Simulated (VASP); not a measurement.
LiH: single point with PBE

Crystal: LiH.

```xyz
2
Lattice="0.0000 1.9512 2.1951 1.9512 0.0000 2.1951 1.9512 1.9512 0.0000" Properties=species:S:1:pos:R:3 pbc="T T T"
Li    0.0000    0.0000    0.0000
H     1.9512    1.9512    2.1951
```

This cell differs from its parent crystal: strain -0.040 along x and y, +0.080 along z.

```
Program                : VASP 6.6.1
Task                   : single point
Functional             : PBE
Potentials or basis    : VASP PAW PBE potentials, release 64 (Li_sv, H)
Cutoff                 : 520 eV
k mesh                 : 10 × 10 × 10
Occupations            : gaussian, width 0.05 eV
Spin                   : no spin polarisation
Dipole correction      : no
Further INCAR settings : ALGO = Normal; EDIFF = 1e-07; NBANDS = 9
```

```
Band gap on the k mesh : 1.79 eV, indirect (least direct gap 2.71 eV)
```

Levels at points of the mesh, in eV from the valence-band top:
| k point | band 1 | band 2 | band 3 | band 4 | band 5 | band 6 |
| --- | --- | --- | --- | --- | --- | --- |
| (0.00, 0.00, 0.00) | -44.61 | -5.58 | 14.96 | 17.02 | 17.02 | 17.81 |
| (0.50, 0.00, 0.00) | -44.57 | -2.83 | 4.59 | 12.26 | 15.84 | 17.03 |
| (0.50, 0.50, 0.00) | -44.57 | -0.92 | 1.79 | 11.61 | 11.61 | 14.71 |
| (0.50, 0.00, 0.50) | -44.55 | 0.00 | 3.25 | 9.34 | 10.35 | 13.02 |

It took 10 s on 1 thread of Intel Xeon 6975P-C, with other jobs on the host, peak memory 0.14 GiB.

Caveat: the cell differs from its parent crystal (strain -0.040 along x and y, +0.080 along z). A k mesh can miss the band edges.
